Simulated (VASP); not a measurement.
# Si16Ge (a cell with a defect) in VASP: notebook

Runs on Si16Ge (a cell with a defect). Level: PBE. Tasks: single point.

All numbers are computed with VASP 6.6.1; they aren't measurements. Logs are shortened: lines on timing, memory, paths and dates and some standing lists are left out, and cuts for length are marked.

## 1. The cell of the first run

The cell holds a defect, 17 atoms: a = 7.679 Å, b = 7.679 Å, c = 7.679 Å, α = 60.00°, β = 60.00°, γ = 60.00°.

## 2. Single point, PBE

The input, INCAR:

```
SYSTEM = Si16Ge
PREC     = Accurate       ! precision mode
ENCUT    = 520            ! plane-wave cutoff, eV
EDIFF    = 1E-6           ! SCF threshold, eV
ISMEAR   = 0              ! smearing method
SIGMA    = 0.05           ! smearing width, eV
LREAL    = Auto         
LASPH    = .True.         ! aspherical terms in the spheres
NELM     = 60             ! most SCF steps
ALGO     = Normal         ! electronic algorithm
ISIF     = 2              ! what is computed and relaxed
LWAVE    = .False.        ! write WAVECAR
LCHARG   = .False.        ! write CHGCAR
GGA      = PE             ! functional
NBANDS   = 53             ! bands
```

The input, KPOINTS:

```
regular mesh
0
Gamma
  2 2 2
  0 0 0
```

The input, POSCAR:

```
Si16Ge
1.0
    0.0000000000      5.4300000000      5.4300000000
    5.4300000000      0.0000000000      5.4300000000
    5.4300000000      5.4300000000      0.0000000000
Si Ge
16 1
Direct
   -0.0035190608     -0.0125255064      0.0021037753
    0.1098134438      0.1331311234      0.1235311234
   -0.0011943831      0.0004542357      0.4999313996
    0.1303663904      0.1095437385      0.6308732044
   -0.0035169429      0.5135427256      0.0021084715
    0.1195127993      0.6179398711      0.1442186924
    0.0172959484      0.4829173112      0.5165318600
    0.1303753223      0.6288642726      0.6308801105
    0.4739880295      0.0248679558     -0.0240690608
    0.6140765193      0.1089374770      0.1151651013
    0.5015990792     -0.0130121547      0.4976994475
    0.6222800184      0.1327592081      0.6119017495
    0.4878986188      0.5118658379     -0.0120846225
    0.6140829650      0.6614474217      0.1150914365
    0.5016042357      0.5134173112      0.4976281768
    0.6449242173      0.6175266114      0.6196590239
    0.7165024862      0.2820282689      0.2190639963
```

Potentials or basis: VASP PAW PBE potentials, release 64 (Si, Ge_d).

Command:

```console
cat potpaw_PBE.64/Si/POTCAR potpaw_PBE.64/Ge_d/POTCAR > POTCAR
mpirun -np 1 vasp_std > vasp.out
```

OUTCAR:

```text
SYSTEM = Si16Ge
   PREC = Accurate
   ENCUT = 520
   EDIFF = 1E-6
   ISMEAR = 0
   LREAL = Auto
   LASPH = .True.
   NELM = 60
   ISIF = 2
   GGA = PE

 ion  position               nearest neighbor table
   1  0.996  0.987  0.002-   6 2.32   4 2.33   2 2.39  10 2.40  17 2.80
   2  0.110  0.133  0.124-   9 2.29   3 2.36   5 2.39   1 2.39  17 2.48
   3  0.999  0.000  0.500-   8 2.33   4 2.33   2 2.36  12 2.36
   4  0.130  0.110  0.631-  11 2.33   1 2.33   3 2.33   7 2.35
   5  0.996  0.514  0.002-   6 2.32   8 2.33   2 2.39  14 2.40  17 2.80
   6  0.120  0.618  0.144-  13 2.32   1 2.32   5 2.32   7 2.34
   7  0.017  0.483  0.517-   6 2.34  16 2.34   4 2.35   8 2.35
   8  0.130  0.629  0.631-  15 2.33   5 2.33   3 2.33   7 2.35
   9  0.474  0.025  0.976-  12 2.29   2 2.29  10 2.29  14 2.29
  10  0.614  0.109  0.115-   9 2.29  17 2.40   1 2.40  11 2.40  13 2.53
  11  0.502  0.987  0.498-  16 2.32   4 2.33  12 2.39  10 2.40  17 2.79
  12  0.622  0.133  0.612-   9 2.29   3 2.36  15 2.39  11 2.39  17 2.48
  13  0.488  0.512  0.988-  16 2.32   6 2.32  17 2.50  10 2.53  14 2.53
  14  0.614  0.661  0.115-   9 2.29  17 2.40   5 2.40  15 2.40  13 2.53
  15  0.502  0.513  0.498-  16 2.32   8 2.33  12 2.39  14 2.40  17 2.79
  16  0.645  0.618  0.620-  13 2.32  11 2.32  15 2.32   7 2.34
  17  0.717  0.282  0.219-  14 2.40  10 2.40  12 2.48   2 2.48  13 2.50  11 2.79  15 2.79   5 2.80
                             1 2.80

  LATTYP: Found a face centered cubic cell.
 ALAT       =    10.8600000000

  Lattice vectors:

 A1 = (   0.0000000000,   5.4300000000,   5.4300000000)
 A2 = (   5.4300000000,   0.0000000000,   5.4300000000)
 A3 = (   5.4300000000,   5.4300000000,   0.0000000000)

Analysis of symmetry for initial positions (statically):
=====================================================================
 Subroutine PRICEL returns:
 Original cell was already a primitive cell.

 Routine SETGRP: Setting up the symmetry group for a
 face centered cubic supercell.

 Subroutine GETGRP returns: Found  1 space group operations
 (whereof  1 operations were pure point group operations)
 out of a pool of 48 trial point group operations.

The static configuration has the point symmetry C_1 .

Analysis of symmetry for dynamics (positions and initial velocities):
=====================================================================
 Subroutine PRICEL returns:
 Original cell was already a primitive cell.

 Routine SETGRP: Setting up the symmetry group for a
 face centered cubic supercell.

 Subroutine GETGRP returns: Found  1 space group operations
 (whereof  1 operations were pure point group operations)
 out of a pool of 48 trial point group operations.

The dynamic configuration has the point symmetry C_1 .

 Subroutine INISYM returns: Found  1 space group operations
 (whereof  1 operations are pure point group operations),
 and found     1 'primitive' translations

----------------------------------------------------------------------------------------

                                     Primitive cell

  volume of cell :     320.2060

  direct lattice vectors                    reciprocal lattice vectors
     0.000000000  5.430000000  5.430000000    -0.092081031  0.092081031  0.092081031
     5.430000000  0.000000000  5.430000000     0.092081031 -0.092081031  0.092081031
     5.430000000  5.430000000  0.000000000     0.092081031  0.092081031 -0.092081031

  length of vectors
     7.679179644  7.679179644  7.679179644     0.159489025  0.159489025  0.159489025

  position of ions in fractional coordinates (direct lattice)
     0.996480939  0.987474494  0.002103775
     0.109813444  0.133131123  0.123531123
     0.998805617  0.000454236  0.499931400
     0.130366390  0.109543739  0.630873204
     0.996483057  0.513542726  0.002108472
     0.119512799  0.617939871  0.144218692
[... 9 lines left out ...]
     0.644924217  0.617526611  0.619659024
     0.716502486  0.282028269  0.219063996

  ion indices of the primitive-cell ions
   primitive index   ion index
                 1           1
                 2           2
                 3           3
                 4           4
                 5           5
                 6           6
[... 9 lines left out ...]
                16          16
                17          17

----------------------------------------------------------------------------------------

 KPOINTS: regular mesh

Automatic generation of k-mesh.
 Grid dimensions read from file:
 generate k-points for:    2    2    2

 Generating k-lattice:

  Cartesian coordinates                     Fractional coordinates (reciprocal lattice)
    -0.046040516  0.046040516  0.046040516     0.500000000  0.000000000  0.000000000
     0.046040516 -0.046040516  0.046040516     0.000000000  0.500000000  0.000000000
     0.046040516  0.046040516 -0.046040516     0.000000000  0.000000000  0.500000000

  Length of vectors
     0.079744512  0.079744512  0.079744512

  Shift w.r.t. Gamma in fractional coordinates (k-lattice)
     0.000000000  0.000000000  0.000000000

 Subroutine IBZKPT returns following result:
 ===========================================

 Found      8 irreducible k-points:

 Following reciprocal coordinates:
            Coordinates               Weight
  0.000000  0.000000  0.000000      1.000000
  0.500000  0.000000  0.000000      1.000000
  0.000000  0.500000  0.000000      1.000000
  0.000000  0.000000  0.500000      1.000000
  0.500000  0.500000  0.500000      1.000000
  0.500000  0.500000  0.000000      1.000000
  0.000000  0.500000  0.500000      1.000000
  0.500000  0.000000  0.500000      1.000000
   k-points           NKPTS =      8   k-points in BZ     NKDIM =      8   number of bands    NBANDS=     53
   number of dos      NEDOS =    301   number of ions     NIONS =     17
   total plane-waves  NPLWV = 216000
   dimension x,y,z NGX =    60 NGY =   60 NGZ =   60
   dimension x,y,z NGXF=   120 NGYF=  120 NGZF=  120
   ions per type =              16   1
   NGX,Y,Z   is equivalent  to a cutoff of  12.99, 12.99, 12.99 a.u.
   NGXF,Y,Z  is equivalent  to a cutoff of  25.98, 25.98, 25.98 a.u.
 SYSTEM =  Si16Ge
   PREC   = accura    normal or accurate (medium, high low for compatibility)
   ISTART =      0    job   : 0-new  1-cont  2-samecut
   ICHARG =      2    charge: 1-file 2-atom 10-const
   ISPIN  =      1    spin polarized calculation?
   LNONCOLLINEAR =      F non collinear calculations
   LSORBIT =      F    spin-orbit coupling
   LASPH  =      T    aspherical Exc in radial PAW
   ENCUT  =  520.0 eV  38.22 Ry    6.18 a.u.  14.28 14.28 14.28*2*pi/ulx,y,z
   NELM   =     60;   NELMIN=  2; NELMDL= -5     # of ELM steps
   EDIFF  = 0.1E-05   stopping-criterion for ELM
   LREAL  =      T    real-space projection
   EDIFFG = 0.1E-04   stopping-criterion for IOM
   NSW    =      0    number of steps for IOM
   IBRION =     -1    ionic relax: 0-MD 1-quasi-New 2-CG
   NFREE  =      0    steps in history (QN), initial steepest desc. (CG)
   ISIF   =      2    stress and relaxation
   ISYM   =      2    0-nonsym 1-usesym 2-fastsym
   POTIM  = 0.5000    time-step for ionic-motion
   TEBEG  =    0.0;   TEEND  =   0.0 temperature during run
   PSTRESS=    0.0 pullay stress
   NELECT =      78.0000    total number of electrons
   NUPDOWN=      -1.0000    fix difference up-down
   EMIN   =  10.00;   EMAX   =-10.00  energy-range for DOS
   EFERMI =   0.00;   METHOD = LEGACY
   ISMEAR =     0;   SIGMA  =   0.05  broadening in eV -4-tet -1-fermi 0-gaus
   EFERMI_NEDOS =   21; number of points for ismear=-14 and -15
   IALGO  =     38    algorithm
   IMIX   =      4    mixing-type and parameters
     AMIX     =   0.40;   BMIX     =  1.00
     AMIX_MAG =   1.60;   BMIX_MAG =  1.00
  volume/ion in A,a.u.               =      18.84       127.11
  Fermi-wavevector in a.u.,A,eV,Ry     =   1.022421  1.932096 14.222785  1.045345
  Thomas-Fermi vector in A             =   2.156100
   LORBIT       =      0    0 simple, 1 ext, 2 COOP (PROOUT), +10 PAW based schemes
   GGA     = PE    functional components
   LHFCALC =     F    Hartree Fock is set to
   AEXX    =    0.0000 exact exchange contribution
   IVDW    =     0    specifies the selected vdW correction
   LEPSILON=     F    determine dielectric tensor
   LRPA    =     F    only Hartree local field effects (RPA)
 non-spin polarized calculation
 Gauss-broadening in eV      SIGMA  =   0.05
  energy-cutoff  :      520.00
  volume of cell :      320.21
 maximum number of plane-waves:      8646
 NGX is ok and might be reduce to    60
   NGX = 29   NGY = 29   NGZ = 29

 number of electron      77.9999999 magnetization

 Free energy of the ion-electron system (eV)
  ---------------------------------------------------
  ext. energy  EPLUGINS =         0.00000000
  ---------------------------------------------------
  free energy    TOTEN  =       -86.55358833 eV

  energy without entropy =      -86.54761452  energy(sigma->0) =      -86.55060143

 E-fermi :   6.8932     XC(G=0):  -9.7575

 val. band max:        6.8659853040   @ k =   0.0000   0.0000   0.0000
 cond. band min:       6.9364292860   @ k =   0.0000   0.5000   0.5000
 fundamental gap:      0.0704439819
 Fermi energy:         6.8931669964

 k-point     1 :       0.0000    0.0000    0.0000
  band No.  band energies     occupation
      1     -18.2296      2.00000
      2     -18.2212      2.00000
      3     -18.2122      2.00000
      4     -18.2112      2.00000
      5     -18.2105      2.00000
      6      -6.4805      2.00000
[... 43 lines left out ...]
     50       8.2440      0.00000
     51       8.9577      0.00000

 k-point     2 :       0.5000    0.0000    0.0000
  band No.  band energies     occupation
      1     -18.2296      2.00000
      2     -18.2212      2.00000
      3     -18.2122      2.00000
      4     -18.2112      2.00000
      5     -18.2105      2.00000
      6      -6.1454      2.00000
[... 43 lines left out ...]
     50       9.8499      0.00000
     51      10.0575      0.00000

 k-point     3 :       0.0000    0.5000    0.0000
  band No.  band energies     occupation
      1     -18.2296      2.00000
      2     -18.2212      2.00000
      3     -18.2123      2.00000
      4     -18.2112      2.00000
      5     -18.2105      2.00000
      6      -6.1210      2.00000
[... 43 lines left out ...]
     50       9.8195      0.00000
     51       9.8728      0.00000

 k-point     4 :       0.0000    0.0000    0.5000
  band No.  band energies     occupation
      1     -18.2296      2.00000
      2     -18.2212      2.00000
      3     -18.2122      2.00000
      4     -18.2112      2.00000
      5     -18.2105      2.00000
      6      -6.1446      2.00000
[... 43 lines left out ...]
     50       9.8505      0.00000
     51      10.0506      0.00000

 k-point     5 :       0.5000    0.5000    0.5000
  band No.  band energies     occupation
      1     -18.2296      2.00000
      2     -18.2212      2.00000
      3     -18.2123      2.00000
      4     -18.2112      2.00000
      5     -18.2105      2.00000
      6      -6.1210      2.00000
[... 43 lines left out ...]
     50       9.8194      0.00000
     51       9.8729      0.00000

 k-point     6 :       0.5000    0.5000    0.0000
  band No.  band energies     occupation
      1     -18.2296      2.00000
      2     -18.2212      2.00000
      3     -18.2122      2.00000
      4     -18.2112      2.00000
      5     -18.2105      2.00000
      6      -6.0197      2.00000
[... 43 lines left out ...]
     50      10.3633      0.00000
     51      10.3802      0.00000

 k-point     7 :       0.0000    0.5000    0.5000
  band No.  band energies     occupation
      1     -18.2296      2.00000
      2     -18.2212      2.00000
      3     -18.2122      2.00000
      4     -18.2112      2.00000
      5     -18.2105      2.00000
      6      -6.0197      2.00000
[... 43 lines left out ...]
     50      10.3633      0.00000
     51      10.3803      0.00000

 k-point     8 :       0.5000    0.0000    0.5000
  band No.  band energies     occupation
      1     -18.2296      2.00000
      2     -18.2212      2.00000
      3     -18.2122      2.00000
      4     -18.2112      2.00000
      5     -18.2105      2.00000
      6      -6.0286      2.00000
[... 43 lines left out ...]
     50      10.3754      0.00000
     51      10.4447      0.00000
 [bands above 51 left out]

------------------------ aborting loop because EDIFF is reached ----------------------------------------

  FORCE on cell =-STRESS in cart. coord.  units (eV):
  Direction    XX          YY          ZZ          XY          YZ          ZX
  --------------------------------------------------------------------------------------
  -------------------------------------------------------------------------------------
  Total       12.7391407     12.9572481     12.7399011      0.0308199     -0.0297968      0.1145633
  in kB       63.7413464     64.8326648     63.7451512      0.1542098     -0.1490906      0.5732271
  external PRESSURE =      64.1063875 kB  Pullay stress =       0.0000000 kB

 VOLUME and BASIS-vectors are now :
 -----------------------------------------------------------------------------
  energy-cutoff  :      520.00
  volume of cell :      320.21
      direct lattice vectors                 reciprocal lattice vectors
     0.000000000  5.430000000  5.430000000    -0.092081031  0.092081031  0.092081031
     5.430000000  0.000000000  5.430000000     0.092081031 -0.092081031  0.092081031
     5.430000000  5.430000000  0.000000000     0.092081031  0.092081031 -0.092081031

 POSITION                                       TOTAL-FORCE (eV/Angst)
 -----------------------------------------------------------------------------------
      5.37341      5.42231     10.77288         0.011478     -0.022766      0.041749
      1.39368      1.26706      1.31919        -0.088184      0.022325      0.087999
      2.71709      8.13814      5.42598        -0.001763     -0.037719      0.002120
      4.02046      4.13353      1.30271         0.031979     -0.041997      0.028843
      2.79999      5.42235      8.19944        -0.041210     -0.022200     -0.011495
      4.13852      1.43206      4.00437        -0.024384     -0.066816      0.024316
[... 9 lines left out ...]
      6.71792      6.86669      6.85511         0.025772     -0.068160     -0.026185
      2.72093      5.08013      5.42202        -0.006178      0.505571      0.006023
 -----------------------------------------------------------------------------------
    total drift:                               -0.004280     -0.001465      0.005541

  FREE ENERGIE OF THE ION-ELECTRON SYSTEM (eV)
  ---------------------------------------------------
  free  energy   TOTEN  =       -86.5535883306 eV

  energy  without entropy=      -86.5476145220  energy(sigma->0) =      -86.55060143
```

Run time: 2.9 min. Hardware: 1 thread of AMD EPYC 9R45 (Zen 5), shared host; peak memory 0.46 GiB.

What came out:

- Free energy: -86.5536 eV
- Pressure: 6.4 GPa
- Largest force: 0.506 eV/Å
- Band gap on the k mesh: zero (band 39 reaches 7.02 eV, above the bottom of band 40 at 6.64 eV)

Forces in eV/Å, atoms in the order of the input:
```
Si   0.011 -0.023  0.042
Si  -0.088  0.022  0.088
Si  -0.002 -0.038  0.002
Si   0.032 -0.042  0.029
Si  -0.041 -0.022 -0.011
Si  -0.024 -0.067  0.024
Si   0.006 -0.181 -0.005
Si  -0.029 -0.042 -0.031
Si  -0.001  0.008  0.001
Si   0.020  0.032  0.026
Si   0.041 -0.024  0.008
Si   0.087  0.027 -0.087
Si   0.003 -0.095 -0.003
Si  -0.025  0.031 -0.020
Si  -0.008 -0.024 -0.041
Si   0.026 -0.068 -0.026
Ge  -0.006  0.506  0.006
```

Stress tensor (GPa, compression positive):
```
 6.37  0.02  0.06
 0.02  6.48 -0.01
 0.06 -0.01  6.37
```

Caveat: the k points lie up to 0.50 Å⁻¹ apart.

(Part 1 of 2 ends here.)
